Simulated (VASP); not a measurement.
# Ge (P2_13) in VASP: single point with PBE

Aim: the single point of Ge with PBE.

Everything below comes from runs of VASP 6.6.1. Logs are shortened: lines on timing, memory, paths and dates and some standing lists are left out, and cuts for length are marked.

### Step 1. The cell of the first run

Symmetry: P2_13, No. 198, cubic system. The conventional cell has a = 4.343 Å, b = 4.343 Å, c = 4.343 Å, α = 90.00°, β = 90.00°, γ = 90.00°. Ge (site symmetry 3) has 12 Ge at 2.79 to 3.46 Å within 3.7 Å.

### Step 2. Single point, PBE

Input file INCAR:

```
SYSTEM = Ge
PREC = Accurate
ENCUT = 520
EDIFF = 1E-6
ISMEAR = 0
SIGMA = 0.1
LREAL = .FALSE.
LASPH = .TRUE.
NELM = 80
ALGO = Normal
ISIF = 2
LWAVE = .FALSE.
LCHARG = .FALSE.
GGA = PE
NBANDS = 36
```

Input file KPOINTS:

```
Automatic mesh
0
G
  12 12 12
  0 0 0
```

Input file POSCAR:

```
Ge
1.0
    4.3431351495      0.0000000000      0.0000000000
    0.0000000000      4.3431351495      0.0000000000
    0.0000000000      0.0000000000      4.3431351495
Ge
4
Direct
    0.0554271738      0.0554271738      0.0554271738
    0.4445728262      0.9445728262      0.5554271738
    0.5554271738      0.4445728262      0.9445728262
    0.9445728262      0.5554271738      0.4445728262
```

Potentials or basis: VASP PAW PBE potentials, release 64 (Ge_d).

Started as:

```
$ cat potpaw_PBE.64/Ge_d/POTCAR > POTCAR
$ mpirun -np 1 vasp_std > vasp.out
```

OUTCAR:

```text
SYSTEM = Ge
   PREC = Accurate
   ENCUT = 520
   EDIFF = 1E-6
   ISMEAR = 0
   LREAL = .FALSE.
   LASPH = .TRUE.
   NELM = 80
   ISIF = 2
   GGA = PE

 ion  position               nearest neighbor table
   1  0.055  0.055  0.055-   2 2.79   3 2.79   4 2.79   2 2.79   4 2.79   3 2.79
   2  0.445  0.945  0.555-   1 2.79   3 2.79   4 2.79   1 2.79   3 2.79   4 2.79
   3  0.555  0.445  0.945-   1 2.79   2 2.79   4 2.79   4 2.79   2 2.79   1 2.79
   4  0.945  0.555  0.445-   1 2.79   2 2.79   3 2.79   3 2.79   1 2.79   2 2.79

  LATTYP: Found a simple cubic cell.
 ALAT       =     4.3431351495

  Lattice vectors:

 A1 = (   4.3431351495,   0.0000000000,   0.0000000000)
 A2 = (   0.0000000000,   4.3431351495,   0.0000000000)
 A3 = (   0.0000000000,   0.0000000000,   4.3431351495)

Analysis of symmetry for initial positions (statically):
=====================================================================
 Subroutine PRICEL returns:
 Original cell was already a primitive cell.

 Routine SETGRP: Setting up the symmetry group for a
 simple cubic supercell.

 Subroutine GETGRP returns: Found 12 space group operations
 (whereof  3 operations were pure point group operations)
 out of a pool of 48 trial point group operations.

The static configuration has the point symmetry C_3 .
 The point group associated with its full space group is T   .

Analysis of symmetry for dynamics (positions and initial velocities):
=====================================================================
 Subroutine PRICEL returns:
 Original cell was already a primitive cell.

 Routine SETGRP: Setting up the symmetry group for a
 simple cubic supercell.

 Subroutine GETGRP returns: Found 12 space group operations
 (whereof  3 operations were pure point group operations)
 out of a pool of 48 trial point group operations.

The dynamic configuration has the point symmetry C_3 .
 The point group associated with its full space group is T   .

 Subroutine INISYM returns: Found 12 space group operations
 (whereof  3 operations are pure point group operations),
 and found     1 'primitive' translations

----------------------------------------------------------------------------------------

                                     Primitive cell

  volume of cell :      81.9238

  direct lattice vectors                    reciprocal lattice vectors
     4.343135150  0.000000000  0.000000000     0.230248419  0.000000000  0.000000000
     0.000000000  4.343135150  0.000000000     0.000000000  0.230248419  0.000000000
     0.000000000  0.000000000  4.343135150     0.000000000  0.000000000  0.230248419

  length of vectors
     4.343135150  4.343135150  4.343135150     0.230248419  0.230248419  0.230248419

  position of ions in fractional coordinates (direct lattice)
     0.055427174  0.055427174  0.055427174
     0.444572826  0.944572826  0.555427174
     0.555427174  0.444572826  0.944572826
     0.944572826  0.555427174  0.444572826

  ion indices of the primitive-cell ions
   primitive index   ion index
                 1           1
                 2           2
                 3           3
                 4           4

----------------------------------------------------------------------------------------

 KPOINTS: Automatic mesh

Automatic generation of k-mesh.
 Grid dimensions read from file:
 generate k-points for:   12   12   12

 Generating k-lattice:

  Cartesian coordinates                     Fractional coordinates (reciprocal lattice)
     0.019187368  0.000000000  0.000000000     0.083333333  0.000000000  0.000000000
     0.000000000  0.019187368  0.000000000     0.000000000  0.083333333  0.000000000
     0.000000000  0.000000000  0.019187368     0.000000000  0.000000000  0.083333333

  Length of vectors
     0.019187368  0.019187368  0.019187368

  Shift w.r.t. Gamma in fractional coordinates (k-lattice)
     0.000000000  0.000000000  0.000000000

 Subroutine IBZKPT returns following result:
 ===========================================

 Found    119 irreducible k-points:

 Following reciprocal coordinates:
            Coordinates               Weight
  0.000000  0.000000  0.000000      1.000000
  0.083333  0.000000  0.000000      6.000000
  0.166667  0.000000  0.000000      6.000000
  0.250000  0.000000  0.000000      6.000000
  0.333333  0.000000  0.000000      6.000000
  0.416667  0.000000  0.000000      6.000000
[... 16 lines left out ...]
 -0.166667  0.333333  0.000000     12.000000
  0.416667  0.166667  0.000000     12.000000
 [... further k-points ...]
   k-points           NKPTS =    119   k-points in BZ     NKDIM =    119   number of bands    NBANDS=     36
   number of dos      NEDOS =    301   number of ions     NIONS =      4
   total plane-waves  NPLWV =  32768
   dimension x,y,z NGX =    32 NGY =   32 NGZ =   32
   dimension x,y,z NGXF=    64 NGYF=   64 NGZF=   64
   ions per type =               4
   NGX,Y,Z   is equivalent  to a cutoff of  12.25, 12.25, 12.25 a.u.
   NGXF,Y,Z  is equivalent  to a cutoff of  24.50, 24.50, 24.50 a.u.
 SYSTEM =  Ge
   PREC   = accura    normal or accurate (medium, high low for compatibility)
   ISTART =      0    job   : 0-new  1-cont  2-samecut
   ICHARG =      2    charge: 1-file 2-atom 10-const
   ISPIN  =      1    spin polarized calculation?
   LNONCOLLINEAR =      F non collinear calculations
   LSORBIT =      F    spin-orbit coupling
   LASPH  =      T    aspherical Exc in radial PAW
   ENCUT  =  520.0 eV  38.22 Ry    6.18 a.u.   8.08  8.08  8.08*2*pi/ulx,y,z
   NELM   =     80;   NELMIN=  2; NELMDL= -5     # of ELM steps
   EDIFF  = 0.1E-05   stopping-criterion for ELM
   LREAL  =      F    real-space projection
   EDIFFG = 0.1E-04   stopping-criterion for IOM
   NSW    =      0    number of steps for IOM
   IBRION =     -1    ionic relax: 0-MD 1-quasi-New 2-CG
   NFREE  =      0    steps in history (QN), initial steepest desc. (CG)
   ISIF   =      2    stress and relaxation
   ISYM   =      2    0-nonsym 1-usesym 2-fastsym
   POTIM  = 0.5000    time-step for ionic-motion
   TEBEG  =    0.0;   TEEND  =   0.0 temperature during run
   PSTRESS=    0.0 pullay stress
   NELECT =      56.0000    total number of electrons
   NUPDOWN=      -1.0000    fix difference up-down
   EMIN   =  10.00;   EMAX   =-10.00  energy-range for DOS
   EFERMI =   0.00;   METHOD = LEGACY
   ISMEAR =     0;   SIGMA  =   0.10  broadening in eV -4-tet -1-fermi 0-gaus
   EFERMI_NEDOS =   21; number of points for ismear=-14 and -15
   IALGO  =     38    algorithm
   IMIX   =      4    mixing-type and parameters
     AMIX     =   0.40;   BMIX     =  1.00
     AMIX_MAG =   1.60;   BMIX_MAG =  1.00
  volume/ion in A,a.u.               =      20.48       138.21
  Fermi-wavevector in a.u.,A,eV,Ry     =   1.442118  2.725208 28.296099  2.079705
  Thomas-Fermi vector in A             =   2.560674
   LORBIT       =      0    0 simple, 1 ext, 2 COOP (PROOUT), +10 PAW based schemes
   GGA     = PE    functional components
   LHFCALC =     F    Hartree Fock is set to
   AEXX    =    0.0000 exact exchange contribution
   IVDW    =     0    specifies the selected vdW correction
   LEPSILON=     F    determine dielectric tensor
   LRPA    =     F    only Hartree local field effects (RPA)
 non-spin polarized calculation
 Gauss-broadening in eV      SIGMA  =   0.10
  energy-cutoff  :      520.00
  volume of cell :       81.92
 maximum number of plane-waves:      2272
   NGX = 17   NGY = 17   NGZ = 17

 number of electron      56.0000040 magnetization

 Free energy of the ion-electron system (eV)
  ---------------------------------------------------
  ext. energy  EPLUGINS =         0.00000000
  ---------------------------------------------------
  free energy    TOTEN  =       -16.85494315 eV

  energy without entropy =      -16.85105647  energy(sigma->0) =      -16.85299981

 E-fermi :   5.8799     XC(G=0): -10.8040

 val. band max:        5.8494559123   @ k =   0.2500   0.0000   0.0000
 cond. band min:       5.8853008731   @ k =   0.2500   0.0833   0.0833
 fundamental gap:      0.0358449607
 Fermi energy:         5.8799216065

 k-point     1 :       0.0000    0.0000    0.0000
  band No.  band energies     occupation
      1     -18.8604      2.00000
      2     -18.8604      2.00000
      3     -18.8604      2.00000
      4     -18.8226      2.00000
      5     -18.8226      2.00000
      6     -18.8226      2.00000
[... 28 lines left out ...]
     35      10.7718      0.00000
     36      10.7718      0.00000

 k-point     2 :       0.0833    0.0000    0.0000
  band No.  band energies     occupation
      1     -18.8610      2.00000
      2     -18.8594      2.00000
      3     -18.8581      2.00000
      4     -18.8244      2.00000
      5     -18.8218      2.00000
      6     -18.8206      2.00000
[... 28 lines left out ...]
     35      10.9245      0.00000
     36      11.3086      0.00000

 k-point     3 :       0.1667    0.0000    0.0000
  band No.  band energies     occupation
      1     -18.8606      2.00000
      2     -18.8567      2.00000
      3     -18.8534      2.00000
      4     -18.8259      2.00000
      5     -18.8198      2.00000
      6     -18.8178      2.00000
[... 28 lines left out ...]
     35      11.5098      0.00000
     36      12.0035      0.00000
[... 742 lines left out ...]
 k-point    23 :      -0.1667    0.3333    0.0000
  band No.  band energies     occupation
      1     -18.8545      2.00000
      2     -18.8478      2.00000
      3     -18.8380      2.00000
      4     -18.8255      2.00000
      5     -18.8179      2.00000
      6     -18.8118      2.00000
[... 28 lines left out ...]
     35      10.9774      0.00000
     36      12.8214      0.00000

 k-point    24 :       0.4167    0.1667    0.0000
  band No.  band energies     occupation
      1     -18.8507      2.00000
      2     -18.8471      2.00000
      3     -18.8338      2.00000
      4     -18.8281      2.00000
      5     -18.8092      2.00000
      6     -18.8087      2.00000
[... 28 lines left out ...]
     35      11.0300      0.00000
     36      12.6966      0.00000

 [... further k-points ...]

------------------------ aborting loop because EDIFF is reached ----------------------------------------

  FORCE on cell =-STRESS in cart. coord.  units (eV):
  Direction    XX          YY          ZZ          XY          YZ          ZX
  --------------------------------------------------------------------------------------
  -------------------------------------------------------------------------------------
  Total       -0.0496607     -0.0496607     -0.0496607      0.0000000      0.0000000      0.0000000
  in kB       -0.9712112     -0.9712112     -0.9712112      0.0000000      0.0000000      0.0000000
  external PRESSURE =      -0.9712112 kB  Pullay stress =       0.0000000 kB

 VOLUME and BASIS-vectors are now :
 -----------------------------------------------------------------------------
  energy-cutoff  :      520.00
  volume of cell :       81.92
      direct lattice vectors                 reciprocal lattice vectors
     4.343135150  0.000000000  0.000000000     0.230248419  0.000000000  0.000000000
     0.000000000  4.343135150  0.000000000     0.000000000  0.230248419  0.000000000
     0.000000000  0.000000000  4.343135150     0.000000000  0.000000000  0.230248419

 POSITION                                       TOTAL-FORCE (eV/Angst)
 -----------------------------------------------------------------------------------
      0.24073      0.24073      0.24073         0.000611      0.000611      0.000611
      1.93084      4.10241      2.41230        -0.000611     -0.000611      0.000611
      2.41230      1.93084      4.10241         0.000611     -0.000611     -0.000611
      4.10241      2.41230      1.93084        -0.000611      0.000611     -0.000611
 -----------------------------------------------------------------------------------
    total drift:                               -0.000000     -0.000000     -0.000000

  FREE ENERGIE OF THE ION-ELECTRON SYSTEM (eV)
  ---------------------------------------------------
  free  energy   TOTEN  =       -16.8549431491 eV

  energy  without entropy=      -16.8510564716  energy(sigma->0) =      -16.85299981
```

Run time: 5.7 min. Hardware: 1 thread of Intel Xeon 8259CL, shared host; peak memory 0.32 GiB.

Results:

* Free energy: -16.8549 eV
* Pressure: -0.1 GPa
* Band gap on the k mesh: zero (bands 28 and 29 overlap by 1.86 eV)

The gap in the log of VASP goes by the Fermi energy; the results here count the filled bands.